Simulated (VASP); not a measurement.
The system is CaO.

```
Ca O
1.0
     0.00000    2.44900    2.44900
     2.44900    0.00000    2.44900
     2.44900    2.44900    0.00000
Ca O
1 1
Direct
  0.50000 0.50000 0.50000
  0.00000 0.00000 0.00000
```

Base run:

* Program: VASP 6.6.1
* Functional: BLYP
* Potentials or basis: VASP PAW PBE potentials, release 64 (Ca_sv, O)
* Cutoff: 520 eV
* k mesh: 8 × 8 × 8
* Occupations: gaussian, width 0.05 eV
* Spin: no spin polarisation

Its results: band gap on the k mesh 3.73 eV, indirect (least direct gap 4.11 eV); pressure -1.2 GPa.

Problem. The run is repeated on the same cell with these changes: functional from BLYP to r2SCAN; further incar settings from ALGO = Normal; EDIFF = 1e-06; NBANDS = 15 to ALGO = Normal; EDIFF = 1e-07; NBANDS = 15. What comes out?

Solution. Band gap on the k mesh 4.19 eV, indirect (least direct gap 4.58 eV); pressure -5.7 GPa.

Caveats: the PAW data sets were made with another functional, which shifts forces and pressure a little.

A k mesh can miss the band edges.
